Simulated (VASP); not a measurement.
# Sn2As (P-31m) in VASP: a series of runs, part 3 of 3

VASP 6.6.1.

### 5 Single point, PBE

This run uses another cell than the first one, of 29.54 Å³/atom.

Input file INCAR:

```
ALGO = Fast
EDIFF = 1E-6
ENCUT = 520
GGA = PE
ISIF = 2
ISMEAR = 0
LASPH = T
LCHARG = F
LREAL = F
LWAVE = F
NBANDS = 60
NELM = 100
PREC = Accurate
SIGMA = 0.1
```

Input file KPOINTS:

```
k-points
0
Gamma
  6 6 6
```

Input file POSCAR:

```
Sn2As
1.0
    7.0527618689      0.0000000000      0.0000000000
   -3.5263809344      6.1078709453      0.0000000000
    0.0000000000      0.0000000000      6.1715142139
Sn As
6 3
Direct
    0.3735033665      0.0000000000      0.1974812266
    0.0000000000      0.3735033665      0.1974812266
    0.6264966335      0.6264966335      0.1974812266
    0.0000000000      0.6264966335      0.8025187734
    0.6264966335      0.0000000000      0.8025187734
    0.3735033665      0.3735033665      0.8025187734
    0.3333333333      0.6666666667      0.5000000000
    0.6666666667      0.3333333333      0.5000000000
    0.0000000000      0.0000000000      0.0000000000
```

Potentials or basis: VASP PAW PBE potentials, release 64 (Sn_d, As).

Run with:

```console
$ cat potpaw_PBE.64/Sn_d/POTCAR potpaw_PBE.64/As/POTCAR > POTCAR
$ mpirun -np 1 vasp_std > vasp.out
```

OUTCAR:

```text
EDIFF = 1E-6
   ENCUT = 520
   GGA = PE
   ISIF = 2
   ISMEAR = 0
   LASPH = T
   LREAL = F
   NELM = 100
   PREC = Accurate

 ion  position               nearest neighbor table
   1  0.374  0.000  0.197-   9 2.90   7 2.90   8 2.90   5 3.02   6 3.59   4 3.59
   2  0.000  0.374  0.197-   9 2.90   8 2.90   7 2.90   4 3.02   6 3.59   5 3.59
   3  0.626  0.626  0.197-   9 2.90   8 2.90   7 2.90   6 3.02   5 3.59   4 3.59
   4  0.000  0.626  0.803-   9 2.90   7 2.90   8 2.90   2 3.02   3 3.59   1 3.59
   5  0.626  0.000  0.803-   9 2.90   8 2.90   7 2.90   1 3.02   3 3.59   2 3.59
   6  0.374  0.374  0.803-   9 2.90   7 2.90   8 2.90   3 3.02   1 3.59   2 3.59
   7  0.333  0.667  0.500-   1 2.90   4 2.90   5 2.90   2 2.90   6 2.90   3 2.90
   8  0.667  0.333  0.500-   5 2.90   2 2.90   1 2.90   4 2.90   3 2.90   6 2.90
   9  0.000  0.000  0.000-   2 2.90   4 2.90   1 2.90   5 2.90   3 2.90   6 2.90

  LATTYP: Found a hexagonal cell.
 ALAT       =     7.0527618689
 C/A-ratio  =     0.8750492826

  Lattice vectors:

 A1 = (   7.0527618689,   0.0000000000,   0.0000000000)
 A2 = (  -3.5263809344,   6.1078709453,   0.0000000000)
 A3 = (   0.0000000000,   0.0000000000,   6.1715142139)

Analysis of symmetry for initial positions (statically):
=====================================================================
 Subroutine PRICEL returns:
 Original cell was already a primitive cell.

 Routine SETGRP: Setting up the symmetry group for a
 hexagonal supercell.

 Subroutine GETGRP returns: Found 12 space group operations
 (whereof 12 operations were pure point group operations)
 out of a pool of 24 trial point group operations.

The static configuration has the point symmetry D_3d.

Analysis of symmetry for dynamics (positions and initial velocities):
=====================================================================
 Subroutine PRICEL returns:
 Original cell was already a primitive cell.

 Routine SETGRP: Setting up the symmetry group for a
 hexagonal supercell.

 Subroutine GETGRP returns: Found 12 space group operations
 (whereof 12 operations were pure point group operations)
 out of a pool of 24 trial point group operations.

The dynamic configuration has the point symmetry D_3d.

 Subroutine INISYM returns: Found 12 space group operations
 (whereof 12 operations are pure point group operations),
 and found     1 'primitive' translations

----------------------------------------------------------------------------------------

                                     Primitive cell

  volume of cell :     265.8525

  direct lattice vectors                    reciprocal lattice vectors
     7.052761869  0.000000000  0.000000000     0.141788425  0.081861586  0.000000000
    -3.526380934  6.107870945  0.000000000     0.000000000  0.163723171  0.000000000
     0.000000000  0.000000000  6.171514214     0.000000000  0.000000000  0.162034788

  length of vectors
     7.052761869  7.052761869  6.171514214     0.163723171  0.163723171  0.162034788

  position of ions in fractional coordinates (direct lattice)
     0.373503367  0.000000000  0.197481227
     0.000000000  0.373503367  0.197481227
     0.626496633  0.626496633  0.197481227
[... 70 lines left out ...]
  0.333333  0.166667  0.333333     12.000000
 [... further k-points ...]
   k-points           NKPTS =     34   k-points in BZ     NKDIM =     34   number of bands    NBANDS=     60
   number of dos      NEDOS =    301   number of ions     NIONS =      9
   total plane-waves  NPLWV = 139968
   dimension x,y,z NGX =    54 NGY =   54 NGZ =   48
   dimension x,y,z NGXF=   108 NGYF=  108 NGZF=   96
   ions per type =               6   3
   NGX,Y,Z   is equivalent  to a cutoff of  12.73, 12.73, 12.93 a.u.
   NGXF,Y,Z  is equivalent  to a cutoff of  25.46, 25.46, 25.86 a.u.
 SYSTEM =  unknown system
   PREC   = accura    normal or accurate (medium, high low for compatibility)
   ISTART =      0    job   : 0-new  1-cont  2-samecut
   ICHARG =      2    charge: 1-file 2-atom 10-const
   ISPIN  =      1    spin polarized calculation?
   LNONCOLLINEAR =      F non collinear calculations
   LSORBIT =      F    spin-orbit coupling
   LASPH  =      T    aspherical Exc in radial PAW
   ENCUT  =  520.0 eV  38.22 Ry    6.18 a.u.  13.11 13.11 11.47*2*pi/ulx,y,z
   NELM   =    100;   NELMIN=  2; NELMDL= -5     # of ELM steps
   EDIFF  = 0.1E-05   stopping-criterion for ELM
   LREAL  =      F    real-space projection
   EDIFFG = 0.1E-04   stopping-criterion for IOM
   NSW    =      0    number of steps for IOM
   IBRION =     -1    ionic relax: 0-MD 1-quasi-New 2-CG
   NFREE  =      0    steps in history (QN), initial steepest desc. (CG)
   ISIF   =      2    stress and relaxation
   ISYM   =      2    0-nonsym 1-usesym 2-fastsym
   POTIM  = 0.5000    time-step for ionic-motion
   TEBEG  =    0.0;   TEEND  =   0.0 temperature during run
   PSTRESS=    0.0 pullay stress
   NELECT =      99.0000    total number of electrons
   NUPDOWN=      -1.0000    fix difference up-down
   EMIN   =  10.00;   EMAX   =-10.00  energy-range for DOS
   EFERMI =   0.00;   METHOD = LEGACY
   ISMEAR =     0;   SIGMA  =   0.10  broadening in eV -4-tet -1-fermi 0-gaus
   EFERMI_NEDOS =   21; number of points for ismear=-14 and -15
   IALGO  =     68    algorithm
   IMIX   =      4    mixing-type and parameters
     AMIX     =   0.40;   BMIX     =  1.00
     AMIX_MAG =   1.60;   BMIX_MAG =  1.00
  volume/ion in A,a.u.               =      29.54       199.34
  Fermi-wavevector in a.u.,A,eV,Ry     =   1.177804  2.225726 18.874299  1.387222
  Thomas-Fermi vector in A             =   2.314144
   LORBIT       =      0    0 simple, 1 ext, 2 COOP (PROOUT), +10 PAW based schemes
   GGA     = PE    functional components
   LHFCALC =     F    Hartree Fock is set to
   AEXX    =    0.0000 exact exchange contribution
   IVDW    =     0    specifies the selected vdW correction
   LEPSILON=     F    determine dielectric tensor
   LRPA    =     F    only Hartree local field effects (RPA)
 non-spin polarized calculation
 RMM-DIIS sequential band-by-band and
 Gauss-broadening in eV      SIGMA  =   0.10
  energy-cutoff  :      520.00
  volume of cell :      265.85
 maximum number of plane-waves:      7217
 NGX is ok and might be reduce to    54
   NGX = 27   NGY = 27   NGZ = 23

 number of electron      98.9999995 magnetization

 Free energy of the ion-electron system (eV)
  ---------------------------------------------------
  ext. energy  EPLUGINS =         0.00000000
  ---------------------------------------------------
  free energy    TOTEN  =       -36.13961924 eV

  energy without entropy =      -36.12183018  energy(sigma->0) =      -36.13072471

 E-fermi :   5.7038     XC(G=0):  -9.3481

 val. band max:        5.6953565654   @ k =   0.1667   0.1667   0.0000
 cond. band min:       5.7077866049   @ k =   0.1667   0.1667   0.0000
 fundamental gap:      0.0124300394
 Fermi energy:         5.7037668240

 k-point     1 :       0.0000    0.0000    0.0000
  band No.  band energies     occupation
      1     -15.9615      2.00000
      2     -15.9496      2.00000
      3     -15.9496      2.00000
      4     -15.9286      2.00000
      5     -15.8896      2.00000
      6     -15.8896      2.00000
[... 1501 lines left out ...]
     59       9.4759      0.00000
     60       9.6342      0.00000

 [... further k-points ...]

------------------------ aborting loop because EDIFF is reached ----------------------------------------

  FORCE on cell =-STRESS in cart. coord.  units (eV):
  Direction    XX          YY          ZZ          XY          YZ          ZX
  --------------------------------------------------------------------------------------
  -------------------------------------------------------------------------------------
  Total       -0.0209782     -0.0209782     -0.0029825     -0.0000000      0.0000000     -0.0000000
  in kB       -0.1264268     -0.1264268     -0.0179742     -0.0000000      0.0000000     -0.0000000
  external PRESSURE =      -0.0902759 kB  Pullay stress =       0.0000000 kB

 VOLUME and BASIS-vectors are now :
 -----------------------------------------------------------------------------
  energy-cutoff  :      520.00
  volume of cell :      265.85
      direct lattice vectors                 reciprocal lattice vectors
     7.052761869  0.000000000  0.000000000     0.141788425  0.081861586  0.000000000
    -3.526380934  6.107870945  0.000000000     0.000000000  0.163723171  0.000000000
     0.000000000  0.000000000  6.171514214     0.000000000  0.000000000  0.162034788

 POSITION                                       TOTAL-FORCE (eV/Angst)
 -----------------------------------------------------------------------------------
      2.63423      0.00000      1.21876        -0.001275      0.000000     -0.002564
     -1.31712      2.28131      1.21876         0.000637     -0.001104     -0.002564
      2.20927      3.82656      1.21876         0.000637      0.001104     -0.002564
     -2.20927      3.82656      4.95276        -0.000637      0.001104      0.002564
      4.41853      0.00000      4.95276         0.001275      0.000000      0.002564
      1.31712      2.28131      4.95276        -0.000637     -0.001104      0.002564
     -0.00000      4.07191      3.08576         0.000000      0.000000     -0.000000
      3.52638      2.03596      3.08576         0.000000      0.000000     -0.000000
      0.00000      0.00000      0.00000         0.000000      0.000000     -0.000000
 -----------------------------------------------------------------------------------
    total drift:                                0.000000      0.000000      0.000000

  FREE ENERGIE OF THE ION-ELECTRON SYSTEM (eV)
  ---------------------------------------------------
  free  energy   TOTEN  =       -36.1396192411 eV

  energy  without entropy=      -36.1218301766  energy(sigma->0) =      -36.13072471
```

It took 5.9 min on 1 thread of Intel Xeon 6975P-C (Granite Rapids), shared host; peak memory 0.62 GiB.

What came out:

| Property | Result |
| --- | --- |
| Free energy | -36.1396 eV |
| Pressure | 0.0 GPa |
| Band gap on the k mesh | zero (an odd number of electrons rules out a gap without spin polarisation) |

Forces in eV/Å, atoms in the order of the input:
```
Sn  -0.001  0.000 -0.003
Sn   0.001 -0.001 -0.003
Sn   0.001  0.001 -0.003
Sn  -0.001  0.001  0.003
Sn   0.001  0.000  0.003
Sn  -0.001 -0.001  0.003
As   0.000  0.000  0.000
As   0.000  0.000  0.000
As   0.000  0.000  0.000
```

Caveat: spin-orbit coupling is left out, which moves the levels of the heavy elements.

### 6 Summary

```csv
task,cell,k mesh,cutoff (eV),gap on the mesh (eV),pressure (GPa),largest force (eV/Å)
single point,"a = 6.451, b = 6.451, c = 6.004 Å, angles 90.0, 90.0, 120.0°, 9 atoms, atomic positions A",3 × 3 × 4,520,none,16.9,0.99
single point,"a = 7.228, b = 7.228, c = 5.835 Å, angles 90.0, 90.0, 120.0°, 9 atoms, atomic positions B",3 × 3 × 4,520,none,0.1,0.01
relaxation of cell and atoms,"relaxed from a = 6.451, b = 6.451, c = 6.004 Å, angles 90.0, 90.0, 120.0°, 9 atoms, atomic positions A",3 × 3 × 4,600,none,-0.1,0.04
single point,"a = 7.053, b = 7.053, c = 6.172 Å, angles 90.0, 90.0, 120.0°, 9 atoms, atomic positions C",6 × 6 × 6,520,none,0.0,-
```

Alike in all rows: level PBE; potentials or basis VASP PAW PBE potentials, release 64 (Sn_d, As); no spin polarisation; smearing gaussian 0.1 eV.

Caveats: some runs use coarse meshes; spin-orbit coupling is left out, which moves the levels of the heavy elements; the volume moved by over 15 % at a fixed basis, so the end points are rough (at least some runs).

Total energies depend on the potentials used, so only differences within one code and one set of settings carry meaning.

The gap in the log of VASP goes by the Fermi energy; the results here count the filled bands.